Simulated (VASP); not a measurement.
# AlGa3As4 (I-42m) in VASP: single point with PBE

Aim: the single point of AlGa3As4 with PBE.

Everything below comes from runs of VASP 6.6.1. Logs are shortened: lines on timing, memory, paths and dates and some standing lists are left out, and cuts for length are marked.

**1. The cell of the first run**

It takes space group I-42m (No. 121, tetragonal). The conventional cell has a = 5.740 Å, b = 5.740 Å, c = 11.482 Å, α = 90.00°, β = 90.00°, γ = 90.00°. Al (site symmetry -42m) has 4 As at 2.48 Å within 3.3 Å. Ga (site symmetry -42m) has 4 As at 2.49 Å within 3.3 Å. Within 3.3 Å of Ga (site symmetry -4) lie 4 As at 2.49 Å. Within 3.3 Å of As (site symmetry m) lie 1 Al at 2.48 Å and 3 Ga at 2.49 Å.

**2. Single point, PBE**

The input, INCAR:

```
PREC = Accurate ; ENCUT = 520
EDIFF = 1E-7 ; ISMEAR = 0
SIGMA = 0.02 ; LREAL = F
LASPH = T ; NELM = 60
ALGO = Normal ; ISIF = 2
LWAVE = F ; LCHARG = F
GGA = PE ; NBANDS = 41
```

The input, KPOINTS:

```
Automatic mesh
0
Gamma
  10 10 10
```

The input, POSCAR:

```
AlGa3As4
1.0
   -2.8702004823      2.8702004823      5.7408515503
    2.8702004823     -2.8702004823      5.7408515503
    2.8702004823      2.8702004823     -5.7408515503
Al Ga As
1 3 4
Direct
    0.5000000000      0.5000000000      0.0000000000
    0.0000000000      0.0000000000      0.0000000000
    0.2500000000      0.7500000000      0.5000000000
    0.7500000000      0.2500000000      0.5000000000
    0.8740836898      0.8740836898      0.4988695680
    0.3752141217      0.3752141217      0.5011304320
    0.1259163102      0.6247858783      0.0000000000
    0.6247858783      0.1259163102      0.0000000000
```

Potentials or basis: VASP PAW PBE potentials, release 64 (Al, Ga_d, As).

Run with:

```console
cat potpaw_PBE.64/Al/POTCAR potpaw_PBE.64/Ga_d/POTCAR potpaw_PBE.64/As/POTCAR > POTCAR
mpirun -np 1 vasp_std > vasp.out
```

OUTCAR:

```text
PREC = Accurate
   ENCUT = 520
   EDIFF = 1E-7
   ISMEAR = 0
   LREAL = F
   LASPH = T
   NELM = 60
   ISIF = 2
   GGA = PE

 ion  position               nearest neighbor table
   1  0.500  0.500  0.000-   6 2.48   5 2.48   7 2.48   8 2.48
   2  0.000  0.000  0.000-   7 2.49   8 2.49   6 2.49   5 2.49
   3  0.250  0.750  0.500-   5 2.49   8 2.49   7 2.49   6 2.49
   4  0.750  0.250  0.500-   5 2.49   7 2.49   8 2.49   6 2.49
   5  0.874  0.874  0.499-   1 2.48   2 2.49   3 2.49   4 2.49
   6  0.375  0.375  0.501-   1 2.48   2 2.49   4 2.49   3 2.49
   7  0.126  0.625  0.000-   1 2.48   2 2.49   4 2.49   3 2.49
   8  0.625  0.126  0.000-   1 2.48   2 2.49   3 2.49   4 2.49

  LATTYP: Found a body centered tetragonal cell.
 ALAT       =     5.7404009646
 C/A-ratio  =     2.0001569875

  Lattice vectors:

 A1 = (  -2.8702004823,   2.8702004823,   5.7408515503)
 A2 = (   2.8702004823,  -2.8702004823,   5.7408515503)
 A3 = (   2.8702004823,   2.8702004823,  -5.7408515503)

Analysis of symmetry for initial positions (statically):
=====================================================================
 Subroutine PRICEL returns:
 Original cell was already a primitive cell.

 Routine SETGRP: Setting up the symmetry group for a
 body centered tetragonal supercell.

 Subroutine GETGRP returns: Found  8 space group operations
 (whereof  8 operations were pure point group operations)
 out of a pool of 16 trial point group operations.

The static configuration has the point symmetry D_2d.

Analysis of symmetry for dynamics (positions and initial velocities):
=====================================================================
 Subroutine PRICEL returns:
 Original cell was already a primitive cell.

 Routine SETGRP: Setting up the symmetry group for a
 body centered tetragonal supercell.

 Subroutine GETGRP returns: Found  8 space group operations
 (whereof  8 operations were pure point group operations)
 out of a pool of 16 trial point group operations.

The dynamic configuration has the point symmetry D_2d.

 Subroutine INISYM returns: Found  8 space group operations
 (whereof  8 operations are pure point group operations),
 and found     1 'primitive' translations

----------------------------------------------------------------------------------------

                                     Primitive cell

  volume of cell :     189.1737

  direct lattice vectors                    reciprocal lattice vectors
    -2.870200482  2.870200482  5.740851550     0.000000000  0.174203859  0.087095093
     2.870200482 -2.870200482  5.740851550     0.174203859  0.000000000  0.087095093
     2.870200482  2.870200482 -5.740851550     0.174203859  0.174203859  0.000000000

  length of vectors
     7.030894548  7.030894548  7.030894548     0.194762778  0.194762778  0.246361460

  position of ions in fractional coordinates (direct lattice)
     0.500000000  0.500000000  0.000000000
     0.000000000  0.000000000  0.000000000
     0.250000000  0.750000000  0.500000000
     0.750000000  0.250000000  0.500000000
     0.874083690  0.874083690  0.498869568
     0.375214122  0.375214122  0.501130432
     0.125916310  0.624785878  0.000000000
     0.624785878  0.125916310  0.000000000

  ion indices of the primitive-cell ions
   primitive index   ion index
                 1           1
                 2           2
                 3           3
                 4           4
                 5           5
                 6           6
                 7           7
                 8           8

----------------------------------------------------------------------------------------

 KPOINTS: Automatic mesh

Automatic generation of k-mesh.
 Grid dimensions read from file:
 generate k-points for:   10   10   10

 Generating k-lattice:

  Cartesian coordinates                     Fractional coordinates (reciprocal lattice)
     0.000000000  0.017420386  0.008709509     0.100000000 -0.000000000  0.000000000
     0.017420386  0.000000000  0.008709509    -0.000000000  0.100000000  0.000000000
     0.017420386  0.017420386  0.000000000     0.000000000  0.000000000  0.100000000

  Length of vectors
     0.019476278  0.019476278  0.024636146

  Shift w.r.t. Gamma in fractional coordinates (k-lattice)
     0.000000000  0.000000000  0.000000000

 Subroutine IBZKPT returns following result:
 ===========================================

 Found    102 irreducible k-points:

 Following reciprocal coordinates:
            Coordinates               Weight
  0.000000  0.000000  0.000000      1.000000
  0.100000 -0.000000  0.000000      8.000000
  0.200000 -0.000000  0.000000      8.000000
  0.300000 -0.000000  0.000000      8.000000
  0.400000  0.000000  0.000000      8.000000
  0.500000 -0.000000  0.000000      4.000000
[... 16 lines left out ...]
  0.300000  0.300000  0.000000      8.000000
  0.400000  0.300000  0.000000     16.000000
 [... further k-points ...]
   k-points           NKPTS =    102   k-points in BZ     NKDIM =    102   number of bands    NBANDS=     41
   number of dos      NEDOS =    301   number of ions     NIONS =      8
   total plane-waves  NPLWV = 157464
   dimension x,y,z NGX =    54 NGY =   54 NGZ =   54
   dimension x,y,z NGXF=   108 NGYF=  108 NGZF=  108
   ions per type =               1   3   4
   NGX,Y,Z   is equivalent  to a cutoff of  12.77, 12.77, 12.77 a.u.
   NGXF,Y,Z  is equivalent  to a cutoff of  25.54, 25.54, 25.54 a.u.
 SYSTEM =  unknown system
   PREC   = accura    normal or accurate (medium, high low for compatibility)
   ISTART =      0    job   : 0-new  1-cont  2-samecut
   ICHARG =      2    charge: 1-file 2-atom 10-const
   ISPIN  =      1    spin polarized calculation?
   LNONCOLLINEAR =      F non collinear calculations
   LSORBIT =      F    spin-orbit coupling
   LASPH  =      T    aspherical Exc in radial PAW
   ENCUT  =  520.0 eV  38.22 Ry    6.18 a.u.  13.07 13.07 13.07*2*pi/ulx,y,z
   NELM   =     60;   NELMIN=  2; NELMDL= -5     # of ELM steps
   EDIFF  = 0.1E-06   stopping-criterion for ELM
   LREAL  =      F    real-space projection
   EDIFFG = 0.1E-05   stopping-criterion for IOM
   NSW    =      0    number of steps for IOM
   IBRION =     -1    ionic relax: 0-MD 1-quasi-New 2-CG
   NFREE  =      0    steps in history (QN), initial steepest desc. (CG)
   ISIF   =      2    stress and relaxation
   ISYM   =      2    0-nonsym 1-usesym 2-fastsym
   POTIM  = 0.5000    time-step for ionic-motion
   TEBEG  =    0.0;   TEEND  =   0.0 temperature during run
   PSTRESS=    0.0 pullay stress
   NELECT =      62.0000    total number of electrons
   NUPDOWN=      -1.0000    fix difference up-down
   EMIN   =  10.00;   EMAX   =-10.00  energy-range for DOS
   EFERMI =   0.00;   METHOD = LEGACY
   ISMEAR =     0;   SIGMA  =   0.02  broadening in eV -4-tet -1-fermi 0-gaus
   EFERMI_NEDOS =   21; number of points for ismear=-14 and -15
   IALGO  =     38    algorithm
   IMIX   =      4    mixing-type and parameters
     AMIX     =   0.40;   BMIX     =  1.00
     AMIX_MAG =   1.60;   BMIX_MAG =  1.00
  volume/ion in A,a.u.               =      23.65       159.58
  Fermi-wavevector in a.u.,A,eV,Ry     =   1.128717  2.132966 17.333856  1.274002
  Thomas-Fermi vector in A             =   2.265408
   LORBIT       =      0    0 simple, 1 ext, 2 COOP (PROOUT), +10 PAW based schemes
   GGA     = PE    functional components
   LHFCALC =     F    Hartree Fock is set to
   AEXX    =    0.0000 exact exchange contribution
   IVDW    =     0    specifies the selected vdW correction
   LEPSILON=     F    determine dielectric tensor
   LRPA    =     F    only Hartree local field effects (RPA)
 non-spin polarized calculation
 Gauss-broadening in eV      SIGMA  =   0.02
  energy-cutoff  :      520.00
  volume of cell :      189.17
 maximum number of plane-waves:      5129
 NGX is ok and might be reduce to    54
   NGX = 27   NGY = 27   NGZ = 27

 number of electron      61.9999991 magnetization

 Free energy of the ion-electron system (eV)
  ---------------------------------------------------
  ext. energy  EPLUGINS =         0.00000000
  ---------------------------------------------------
  free energy    TOTEN  =       -34.19600727 eV

  energy without entropy =      -34.19600727  energy(sigma->0) =      -34.19600727

 E-fermi :   3.6326     XC(G=0):  -9.2585

 val. band max:        3.5109910620   @ k =   0.0000   0.0000   0.0000
 cond. band min:       4.0797386185   @ k =   0.0000   0.0000   0.0000
 fundamental gap:      0.5687475566
 Fermi energy:         3.6325526770

 k-point     1 :       0.0000    0.0000    0.0000
  band No.  band energies     occupation
      1     -11.1860      2.00000
      2     -11.1782      2.00000
      3     -11.1782      2.00000
      4     -11.1106      2.00000
      5     -11.1106      2.00000
      6     -11.1071      2.00000
[... 33 lines left out ...]
     40       8.1076      0.00000
     41       8.4013      0.00000

 k-point     2 :       0.1000   -0.0000    0.0000
  band No.  band energies     occupation
      1     -11.1850      2.00000
      2     -11.1783      2.00000
      3     -11.1773      2.00000
      4     -11.1124      2.00000
      5     -11.1100      2.00000
      6     -11.1072      2.00000
[... 33 lines left out ...]
     40       8.0407      0.00000
     41       8.5452      0.00000

 k-point     3 :       0.2000   -0.0000    0.0000
  band No.  band energies     occupation
      1     -11.1828      2.00000
      2     -11.1779      2.00000
      3     -11.1748      2.00000
      4     -11.1178      2.00000
      5     -11.1083      2.00000
      6     -11.1069      2.00000
[... 33 lines left out ...]
     40       8.1068      0.00000
     41       8.6182      0.00000

 k-point     4 :       0.3000   -0.0000    0.0000
  band No.  band energies     occupation
      1     -11.1815      2.00000
      2     -11.1756      2.00000
      3     -11.1708      2.00000
      4     -11.1257      2.00000
      5     -11.1060      2.00000
      6     -11.1059      2.00000
[... 825 lines left out ...]
     40       7.7721      0.00000
     41       8.5056      0.00000

 k-point    23 :       0.3000    0.3000    0.0000
  band No.  band energies     occupation
      1     -11.1840      2.00000
      2     -11.1664      2.00000
      3     -11.1654      2.00000
      4     -11.1405      2.00000
      5     -11.1046      2.00000
      6     -11.1038      2.00000
[... 33 lines left out ...]
     40       8.3662      0.00000
     41       9.2382      0.00000

 k-point    24 :       0.4000    0.3000    0.0000
  band No.  band energies     occupation
      1     -11.1839      2.00000
      2     -11.1651      2.00000
      3     -11.1599      2.00000
      4     -11.1468      2.00000
      5     -11.1039      2.00000
      6     -11.1030      2.00000
[... 33 lines left out ...]
     40       8.3260      0.00000
     41       8.9759      0.00000

 [... further k-points ...]
[... 5 lines left out ...]
  --------------------------------------------------------------------------------------
  -------------------------------------------------------------------------------------
  Total        0.2434510      0.2434510      0.2393968      0.0000000      0.0000000      0.0000000
  in kB        2.0618707      2.0618707      2.0275342      0.0000000      0.0000000      0.0000000
  external PRESSURE =       2.0504252 kB  Pullay stress =       0.0000000 kB

 VOLUME and BASIS-vectors are now :
 -----------------------------------------------------------------------------
  energy-cutoff  :      520.00
  volume of cell :      189.17
      direct lattice vectors                 reciprocal lattice vectors
    -2.870200482  2.870200482  5.740851550     0.000000000  0.174203859  0.087095093
     2.870200482 -2.870200482  5.740851550     0.174203859  0.000000000  0.087095093
     2.870200482  2.870200482 -5.740851550     0.174203859  0.174203859  0.000000000

 POSITION                                       TOTAL-FORCE (eV/Angst)
 -----------------------------------------------------------------------------------
      0.00000      0.00000      5.74085        -0.000000      0.000000     -0.000000
      0.00000      0.00000      0.00000        -0.000000      0.000000     -0.000000
      2.87020     -0.00000      2.87043        -0.000000      0.000000     -0.000000
     -0.00000      2.87020      2.87043        -0.000000      0.000000     -0.000000
      1.43186      1.43186      7.17203        -0.002268     -0.002268     -0.001452
      1.43834      1.43834      1.43118         0.002268      0.002268     -0.001452
      1.43186     -1.43186      4.30967        -0.002268      0.002268      0.001452
     -1.43186      1.43186      4.30967         0.002268     -0.002268      0.001452
 -----------------------------------------------------------------------------------
    total drift:                                0.000006      0.000006     -0.000001

  FREE ENERGIE OF THE ION-ELECTRON SYSTEM (eV)
  ---------------------------------------------------
  free  energy   TOTEN  =       -34.1960072679 eV

  energy  without entropy=      -34.1960072679  energy(sigma->0) =      -34.19600727
```

Run time: 29 min. Hardware: 1 thread of AMD EPYC 9755, shared host; peak memory 0.82 GiB.

Results:

* Free energy: -34.1960 eV
* Pressure: 0.2 GPa
* Largest force: 0.004 eV/Å
* Band gap on the k mesh: 0.57 eV

Forces on the atoms (eV/Å):
```
Al   0.000  0.000  0.000
Ga   0.000  0.000  0.000
Ga   0.000  0.000  0.000
Ga   0.000  0.000  0.000
As  -0.002 -0.002 -0.001
As   0.002  0.002 -0.001
As  -0.002  0.002  0.001
As   0.002 -0.002  0.001
```

Caveat: semilocal functionals underestimate gaps, and a narrow one can read as zero.
